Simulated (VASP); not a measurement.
A run of VASP 6.6.1:

The input INCAR:

```
SYSTEM = CoSi2
PREC = Accurate
ENCUT = 520
EDIFF = 1E-7
ISMEAR = 0
SIGMA = 0.1
LREAL = .False.
LASPH = .True.
NELM = 80
ALGO = Normal
ISIF = 2
LWAVE = .False.
LCHARG = .True.
GGA = PS
LELF = .True.
LVHAR = .True.
NBANDS = 16
ISYM = 0
```

File KPOINTS:

```
Automatic mesh
0
Gamma
  9 7 18
  0 0 0
```

The input POSCAR:

```
CoSi2
1.0
    3.7565103887      0.0000000000      0.0000000000
    0.0000000000      5.3125079389      0.0000000000
    1.8782551944      2.6562539695      1.8782551944
Co Si
1 2
Direct
    0.0000000000      0.0000000000      0.0000000000
    0.5000000000      0.2500000000      0.0000000000
    0.5000000000      0.7500000000      0.0000000000
```

Potentials or basis: VASP PAW PBE potentials, release 64 (Co, Si).

Run with:

```bash
$ cat potpaw_PBE.64/Co/POTCAR potpaw_PBE.64/Si/POTCAR > POTCAR
$ mpirun -np 1 vasp_std > vasp.out
```

Hardware: 1 thread of Intel(R) Xeon(R) Platinum 8488C (Sapphire Rapids), with other jobs on the host.

Question: Estimate the wall time of this run.

Answer: Wall time 7.2 min on 1 thread of Intel(R) Xeon(R) Platinum 8488C (Sapphire Rapids) (shared host), peak memory 0.45 GiB. Counts: scf iterations 15, k points 568.
